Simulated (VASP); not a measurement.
# SiC (R3m) in VASP: notebook, part 2 of 2

VASP 6.6.1. The steps go on from the part before.

## Step 3: Single point, PBE

This run uses another cell than the first one, of 10.92 Å³/atom, 1.182 times its volume.

Contents of INCAR:

```
PREC = Accurate ; ENCUT = 520
EDIFF = 1E-6 ; ISMEAR = 0
SIGMA = 0.05 ; LREAL = False
LASPH = True ; NELM = 100
ALGO = Normal ; ISIF = 2
LWAVE = False ; LCHARG = False
GGA = PE ; NBANDS = 11
```

Contents of KPOINTS:

```
regular mesh
0
Gamma
  12 12 12
```

Contents of POSCAR:

```
SiC
1.0
    0.0000000000      2.1794673713      2.1794673713
    2.1794673713      0.0000000000      2.1794673713
    2.2592358770      2.2592358770     -0.0797685058
Si C
1 1
Direct
    0.0000000000      0.0000000000      0.0000000000
    0.7500000000      0.7500000000      0.7500000000
```

Potentials or basis: VASP PAW PBE potentials, release 64 (Si, C).

On the command line:

```console
$ cat potpaw_PBE.64/Si/POTCAR potpaw_PBE.64/C/POTCAR > POTCAR
$ mpirun -np 1 vasp_std > vasp.out
```

OUTCAR:

```text
PREC = Accurate
   ENCUT = 520
   EDIFF = 1E-6
   ISMEAR = 0
   LREAL = False
   LASPH = True
   NELM = 100
   ISIF = 2
   GGA = PE

 ion  position               nearest neighbor table
   1  0.000  0.000  0.000-   2 1.90   2 1.90   2 1.90   2 1.99
   2  0.750  0.750  0.750-   1 1.90   1 1.90   1 1.90   1 1.99

  LATTYP: Found a trigonal (rhomboedric) cell.
 ALAT       =     3.1960376266
 COS(alpha) =     0.5349742776

  Lattice vectors:

 A1 = (   2.2592358770,   0.0797685057,  -2.2592358771)
 A2 = (   0.0797685057,   2.2592358770,  -2.2592358771)
 A3 = (   2.2592358770,   2.2592358770,  -0.0797685058)

Analysis of symmetry for initial positions (statically):
=====================================================================
 Subroutine PRICEL returns:
 Original cell was already a primitive cell.

 Routine SETGRP: Setting up the symmetry group for a
 trigonal (rhombohedral) supercell.

 Subroutine GETGRP returns: Found  6 space group operations
 (whereof  6 operations were pure point group operations)
 out of a pool of 12 trial point group operations.

The static configuration has the point symmetry C_3v.

Analysis of symmetry for dynamics (positions and initial velocities):
=====================================================================
 Subroutine PRICEL returns:
 Original cell was already a primitive cell.

 Routine SETGRP: Setting up the symmetry group for a
 trigonal (rhombohedral) supercell.

 Subroutine GETGRP returns: Found  6 space group operations
 (whereof  6 operations were pure point group operations)
 out of a pool of 12 trial point group operations.

The dynamic configuration has the point symmetry C_3v.

 Subroutine INISYM returns: Found  6 space group operations
 (whereof  6 operations are pure point group operations),
 and found     1 'primitive' translations

----------------------------------------------------------------------------------------

                                     Primitive cell

  volume of cell :      21.8420

  direct lattice vectors                    reciprocal lattice vectors
     0.000000000  2.179467371  2.179467371    -0.225434066  0.233393633  0.225434066
     2.179467371  0.000000000  2.179467371     0.233393633 -0.225434066  0.225434066
     2.259235877  2.259235877 -0.079768506     0.217474500  0.217474500 -0.217474500

  length of vectors
     3.082232315  3.082232315  3.196037627     0.395112167  0.395112167  0.376676883

  position of ions in fractional coordinates (direct lattice)
     0.000000000  0.000000000  0.000000000
     0.750000000  0.750000000  0.750000000

  ion indices of the primitive-cell ions
   primitive index   ion index
                 1           1
                 2           2

----------------------------------------------------------------------------------------

 KPOINTS: regular mesh

Automatic generation of k-mesh.
 Grid dimensions read from file:
 generate k-points for:   12   12   12

 Generating k-lattice:

  Cartesian coordinates                     Fractional coordinates (reciprocal lattice)
    -0.018786172  0.019449469  0.018786172     0.083333333  0.000000000  0.000000000
     0.019449469 -0.018786172  0.018786172     0.000000000  0.083333333  0.000000000
     0.018122875  0.018122875 -0.018122875     0.000000000  0.000000000  0.083333333

  Length of vectors
     0.032926014  0.032926014  0.031389740

  Shift w.r.t. Gamma in fractional coordinates (k-lattice)
     0.000000000  0.000000000  0.000000000

 Subroutine IBZKPT returns following result:
 ===========================================

 Found    189 irreducible k-points:

 Following reciprocal coordinates:
            Coordinates               Weight
  0.000000  0.000000  0.000000      1.000000
  0.083333  0.000000 -0.000000      6.000000
  0.166667  0.000000  0.000000      6.000000
  0.250000  0.000000  0.000000      6.000000
  0.333333  0.000000  0.000000      6.000000
  0.416667  0.000000  0.000000      6.000000
[... 16 lines left out ...]
  0.500000  0.166667  0.000000     12.000000
 -0.416667  0.166667  0.000000     12.000000
 [... further k-points ...]
   k-points           NKPTS =    189   k-points in BZ     NKDIM =    189   number of bands    NBANDS=     11
   number of dos      NEDOS =    301   number of ions     NIONS =      2
   total plane-waves  NPLWV =  13824
   dimension x,y,z NGX =    24 NGY =   24 NGZ =   24
   dimension x,y,z NGXF=    48 NGYF=   48 NGZF=   48
   ions per type =               1   1
   NGX,Y,Z   is equivalent  to a cutoff of  12.94, 12.94, 12.48 a.u.
   NGXF,Y,Z  is equivalent  to a cutoff of  25.89, 25.89, 24.97 a.u.
 SYSTEM =  unknown system
   PREC   = accura    normal or accurate (medium, high low for compatibility)
   ISTART =      0    job   : 0-new  1-cont  2-samecut
   ICHARG =      2    charge: 1-file 2-atom 10-const
   ISPIN  =      1    spin polarized calculation?
   LNONCOLLINEAR =      F non collinear calculations
   LSORBIT =      F    spin-orbit coupling
   LASPH  =      T    aspherical Exc in radial PAW
   ENCUT  =  520.0 eV  38.22 Ry    6.18 a.u.   5.73  5.73  5.94*2*pi/ulx,y,z
   NELM   =    100;   NELMIN=  2; NELMDL= -5     # of ELM steps
   EDIFF  = 0.1E-05   stopping-criterion for ELM
   LREAL  =      F    real-space projection
   EDIFFG = 0.1E-04   stopping-criterion for IOM
   NSW    =      0    number of steps for IOM
   IBRION =     -1    ionic relax: 0-MD 1-quasi-New 2-CG
   NFREE  =      0    steps in history (QN), initial steepest desc. (CG)
   ISIF   =      2    stress and relaxation
   ISYM   =      2    0-nonsym 1-usesym 2-fastsym
   POTIM  = 0.5000    time-step for ionic-motion
   TEBEG  =    0.0;   TEEND  =   0.0 temperature during run
   PSTRESS=    0.0 pullay stress
   NELECT =       8.0000    total number of electrons
   NUPDOWN=      -1.0000    fix difference up-down
   EMIN   =  10.00;   EMAX   =-10.00  energy-range for DOS
   EFERMI =   0.00;   METHOD = LEGACY
   ISMEAR =     0;   SIGMA  =   0.05  broadening in eV -4-tet -1-fermi 0-gaus
   EFERMI_NEDOS =   21; number of points for ismear=-14 and -15
   IALGO  =     38    algorithm
   IMIX   =      4    mixing-type and parameters
     AMIX     =   0.40;   BMIX     =  1.00
     AMIX_MAG =   1.60;   BMIX_MAG =  1.00
  volume/ion in A,a.u.               =      10.92        73.70
  Fermi-wavevector in a.u.,A,eV,Ry     =   1.171316  2.213466 18.666933  1.371981
  Thomas-Fermi vector in A             =   2.307761
   LORBIT       =      0    0 simple, 1 ext, 2 COOP (PROOUT), +10 PAW based schemes
   GGA     = PE    functional components
   LHFCALC =     F    Hartree Fock is set to
   AEXX    =    0.0000 exact exchange contribution
   IVDW    =     0    specifies the selected vdW correction
   LEPSILON=     F    determine dielectric tensor
   LRPA    =     F    only Hartree local field effects (RPA)
 non-spin polarized calculation
 Gauss-broadening in eV      SIGMA  =   0.05
  energy-cutoff  :      520.00
  volume of cell :       21.84
 maximum number of plane-waves:       616
   NGX = 11   NGY = 11   NGZ = 11

 number of electron       8.0000001 magnetization

 Free energy of the ion-electron system (eV)
  ---------------------------------------------------
  ext. energy  EPLUGINS =         0.00000000
  ---------------------------------------------------
  free energy    TOTEN  =       -14.98012554 eV

  energy without entropy =      -14.98012554  energy(sigma->0) =      -14.98012554

 E-fermi :   7.8214     XC(G=0): -11.1207

 val. band max:        7.6108750645   @ k =   0.0000   0.0000   0.0000
 cond. band min:       8.8701324840   @ k =   0.5000   0.5000   0.0000
 fundamental gap:      1.2592574195
 Fermi energy:         7.8214041420

 k-point     1 :       0.0000    0.0000    0.0000
  band No.  band energies     occupation
      1      -7.4833      2.00000
      2       7.2981      2.00000
      3       7.6109      2.00000
      4       7.6109      2.00000
      5      12.4195      0.00000
      6      14.4234      0.00000
      7      14.8535      0.00000
      8      14.8535      0.00000
      9      21.7341      0.00000
     10      21.7341      0.00000
     11      23.1602      0.00000
[... 309 lines left out ...]
 k-point    24 :      -0.4167    0.1667    0.0000
  band No.  band energies     occupation
      1      -3.6564      2.00000
      2      -0.2326      2.00000
      3       4.4598      2.00000
      4       5.9084      2.00000
      5      12.2164      0.00000
      6      14.5288      0.00000
      7      15.6515      0.00000
      8      18.2694      0.00000
      9      21.7733      0.00000
     10      22.5170      0.00000
     11      25.2837      0.00000

 [... further k-points ...]
[... 5 lines left out ...]
  --------------------------------------------------------------------------------------
  -------------------------------------------------------------------------------------
  Total       -0.9507186     -0.9507186     -0.9507186     -1.1084608      1.1084608      1.1084608
  in kB      -69.7381108    -69.7381108    -69.7381108    -81.3089777     81.3089777     81.3089777
  external PRESSURE =     -69.7381108 kB  Pullay stress =       0.0000000 kB

 VOLUME and BASIS-vectors are now :
 -----------------------------------------------------------------------------
  energy-cutoff  :      520.00
  volume of cell :       21.84
      direct lattice vectors                 reciprocal lattice vectors
     0.000000000  2.179467371  2.179467371    -0.225434066  0.233393633  0.225434066
     2.179467371  0.000000000  2.179467371     0.233393633 -0.225434066  0.225434066
     2.259235877  2.259235877 -0.079768506     0.217474500  0.217474500 -0.217474500

 POSITION                                       TOTAL-FORCE (eV/Angst)
 -----------------------------------------------------------------------------------
      0.00000      0.00000      0.00000         0.129301      0.129301     -0.129301
      3.32903      3.32903      3.20937        -0.129301     -0.129301      0.129301
 -----------------------------------------------------------------------------------
    total drift:                               -0.000039     -0.000039      0.000039

  FREE ENERGIE OF THE ION-ELECTRON SYSTEM (eV)
  ---------------------------------------------------
  free  energy   TOTEN  =       -14.9801255401 eV

  energy  without entropy=      -14.9801255401  energy(sigma->0) =      -14.98012554
```

OSZICAR:

```text
N       E                     dE             d eps       ncg     rms          rms(c)
DAV:   1     0.386920114328E+01    0.38692E+01   -0.39423E+03  4350   0.610E+02
DAV:   2    -0.160571303390E+02   -0.19926E+02   -0.18935E+02  5277   0.109E+02
DAV:   3    -0.167096063541E+02   -0.65248E+00   -0.65111E+00  5119   0.162E+01
DAV:   4    -0.167123568375E+02   -0.27505E-02   -0.27503E-02  4693   0.132E+00
DAV:   5    -0.167123704503E+02   -0.13613E-04   -0.13613E-04  5122   0.862E-02    0.831E+00
DAV:   6    -0.150234147186E+02    0.16890E+01   -0.64844E+00  4668   0.111E+01    0.363E+00
DAV:   7    -0.149874941124E+02    0.35921E-01   -0.32724E-01  5028   0.333E+00    0.170E+00
DAV:   8    -0.149798958894E+02    0.75982E-02   -0.20860E-02  4734   0.956E-01    0.179E-01
DAV:   9    -0.149800076802E+02   -0.11179E-03   -0.19887E-03  5205   0.258E-01    0.110E-01
DAV:  10    -0.149801170379E+02   -0.10936E-03   -0.27074E-04  4584   0.101E-01    0.303E-02
DAV:  11    -0.149801252986E+02   -0.82607E-05   -0.43164E-05  4998   0.365E-02    0.102E-02
DAV:  12    -0.149801255401E+02   -0.24144E-06   -0.23571E-06  4390   0.984E-03
   1 F= -.14980126E+02 E0= -.14980126E+02  d E =-.652016E-12
```

stdout:

```text
POSCAR found type information on POSCAR SiC
 POSCAR found :  2 types and       2 ions
 scaLAPACK will be used
 LDA part: xc-table for (Slater+PW92), standard interpolation
 POSCAR, INCAR and KPOINTS ok, starting setup
 FFT: planning ... GRIDC
 FFT: planning ... GRID_SOFT
 FFT: planning ... GRID
 WAVECAR not read
 entering main loop
```

Run time: 22 s. Hardware: 1 thread of AMD EPYC 9R45 (Zen 5), shared host; peak memory 0.13 GiB.

What came out:

```yaml
Free_energy: -14.9801 eV
Pressure: -7.0 GPa
Largest_force: 0.224 eV/Å
Band_gap_on_the_k_mesh: 1.26 eV, indirect (least direct gap 4.18 eV)
```

Forces in eV/Å, atoms in the order of the input:
```
Si   0.129  0.129 -0.129
C   -0.129 -0.129  0.129
```

## Step 4: Single point, PBE

This run uses another cell than the first one, of 11.34 Å³/atom, 1.227 times its volume.

Contents of INCAR:

```
SYSTEM = SiC
  ALGO = Normal
  EDIFF = 1E-7
  ENCUT = 520
  GGA = PE
  ISIF = 2
  ISMEAR = 0
  LASPH = .TRUE.
  LCHARG = .FALSE.
  LREAL = .FALSE.
  LWAVE = .FALSE.
  NBANDS = 11
  NELM = 80
  PREC = Accurate
  SIGMA = 0.05
```

Contents of KPOINTS:

```
k-points
0
G
  12 12 12
  0 0 0
```

Contents of POSCAR:

```
SiC
1.0
    0.0000000000      2.2267914258      2.2267914258
    2.2267914258      0.0000000000      2.2267914258
    2.2670221243      2.2670221243     -0.0402306984
Si C
1 1
Direct
    0.0000000000      0.0000000000      0.0000000000
    0.7500000000      0.7500000000      0.7500000000
```

On the command line:

```console
$ cat potpaw_PBE.64/Si/POTCAR potpaw_PBE.64/C/POTCAR > POTCAR
$ mpirun -np 1 vasp_std > vasp.out
```

It took 25 s on 1 thread of AMD EPYC 9R45 (Zen 5), shared host; peak memory 0.14 GiB.

Results (log left out):

| Item | Value |
| --- | --- |
| Free energy | -14.9684 eV |
| Pressure | -13.9 GPa |
| Largest force | 0.090 eV/Å |
| Band gap on the k mesh | 1.38 eV, indirect (least direct gap 4.31 eV) |

Forces on the atoms (eV/Å):
```
Si   0.052  0.052 -0.052
C   -0.052 -0.052  0.052
```

Stress tensor (GPa, compression positive):
```
-13.88  -3.74   3.74
 -3.74 -13.88   3.74
  3.74   3.74 -13.88
```

Levels at points of the mesh, in eV from the valence-band top:
| k point | band 1 | band 2 | band 3 | band 4 | band 5 | band 6 | band 7 | band 8 |
| --- | --- | --- | --- | --- | --- | --- | --- | --- |
| (0.00, 0.00, 0.00) | -14.75 | -0.13 | 0.00 | 0.00 | 4.96 | 6.45 | 6.85 | 6.85 |
| (0.50, 0.00, 0.00) | -11.44 | -8.08 | -1.12 | -1.11 | 4.45 | 6.59 | 6.94 | 9.48 |
| (0.50, 0.50, 0.00) | -10.15 | -7.56 | -3.17 | -2.93 | 1.38 | 3.99 | 12.84 | 12.91 |
| (0.00, 0.00, 0.50) | -11.71 | -8.12 | -0.93 | -0.93 | 4.94 | 7.02 | 7.02 | 9.58 |

## Step 5: Summary

```tsv
cell	gap on the mesh (eV)	pressure (GPa)	largest force (eV/Å)
a = 3.021, b = 3.021, c = 2.917 Å, angles 58.8, 58.8, 60.0°, 2 atoms	0.97	35.8	1.12
a = 3.082, b = 3.082, c = 3.196 Å, angles 61.2, 61.2, 60.0°, 2 atoms	1.26	-7.0	0.22
a = 3.149, b = 3.149, c = 3.206 Å, angles 60.6, 60.6, 60.0°, 2 atoms	1.38	-13.9	0.09
```

Alike in all rows: task single point; level PBE; potentials or basis VASP PAW PBE potentials, release 64 (Si, C); no spin polarisation; k mesh 12 × 12 × 12; cutoff (eV) 520; smearing gaussian 0.05 eV.

Caveats: forces of over 1 eV/Å act on the atoms, so gaps and moduli don't describe the material at rest (some runs).

Absolute energies hang on the potentials; compare differences alone.
